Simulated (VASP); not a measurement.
Set up this calculation in VASP 6.6.1, as the native input.

* Task: relaxation of cell and atoms
* Functional: PBEsol
* Potentials or basis: VASP PAW PBE potentials, release 64 (Cs_sv)
* Cutoff: 600 eV
* k mesh: 7 × 7 × 7
* Occupations: fermi-dirac, width 0.05 eV
* Spin: no spin polarisation
* Dipole correction: no
* Further INCAR settings: ALGO = Normal; EDIFF = 1e-06; IBRION = 2; EDIFFG = -0.02; NSW = 60; ISIF = 3

The structure of Cs lies in POSCAR:

```
Cs
1.0
    6.0149421167      0.0000000000      0.0000000000
    0.0000000000      6.0149421167      0.0000000000
    0.0000000000      0.0000000000      6.0149421167
Cs
2
Direct
    0.0000000000      0.0000000000      0.0000000000
    0.5000000000      0.5000000000      0.5000000000
```

One way to write it, as run:

INCAR

```
ALGO = Normal ; EDIFF = 1E-6
EDIFFG = -0.02 ; ENCUT = 600
GGA = PS ; IBRION = 2
ISIF = 3 ; ISMEAR = -1
LASPH = True ; LCHARG = False
LREAL = False ; LWAVE = False
NELM = 80 ; NSW = 60
PREC = Accurate ; SIGMA = 0.05
```

KPOINTS

```
k-points
0
Gamma
  7 7 7
```

Potentials or basis: VASP PAW PBE potentials, release 64 (Cs_sv).

Launch:

```console
$ cat potpaw_PBE.64/Cs_sv/POTCAR > POTCAR
$ mpirun -np 1 vasp_std > vasp.out
```

It gave:

The pressure after relaxing is 0.0 GPa. The band gap on the k mesh is zero (bands 9 and 10 overlap by 0.81 eV).

Caveat: the relaxation stopped at its first step, so nothing moved; the PAW data sets were made with another functional, which shifts forces and pressure a little; spin-orbit coupling is left out, which moves the levels of the heavy elements.

Wall time 100 s on 1 thread of Intel Xeon 8259CL, with other jobs on the host, peak memory 0.33 GiB.
